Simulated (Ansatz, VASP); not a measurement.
**Zr3Si2F in VASP and in Ansatz**

```
Zr Si F
1.0
     2.99260    1.72778    3.30085
    -2.99260    1.72778    3.30085
     0.00000   -3.45555    3.30085
Zr Si F
3 2 1
Direct
  0.50000 0.00000 0.50000
  0.00000 0.50000 0.50000
  0.50000 0.50000 0.00000
  0.11491 0.11491 0.11491
  0.88509 0.88509 0.88509
  0.50000 0.50000 0.50000
```

Change from the starting cell: species swapped into the Er2Al3Ga type (R-3m, No. 166).

Alike in both runs: functional PBE; k mesh 12 × 12 × 12; occupations gaussian, width 0.1 eV; no spin polarisation.

Ansatz relaxed the structure, and its values are those at the end. VASP's run is a single point on that final structure, the one shown.

```csv
,VASP,Ansatz
version,VASP 6.6.1,Ansatz 0.2.0
potentials or method,"VASP PAW PBE potentials, release 64 (Zr_sv, Si, F), cutoff 520 eV","scalar-relativistic, plane waves, PAW"
valence electrons in the cell,51,51
```

```csv
,VASP,Ansatz,Ansatz less VASP
gap on the k mesh at the Fermi level (eV),none,none,-
pressure (GPa),0.0,0.0,-0.03
rms of the force components (eV/Å),0.005,0.001,-0.0041
```

A gap of «none» marks a metal or a gap that the smearing closes.
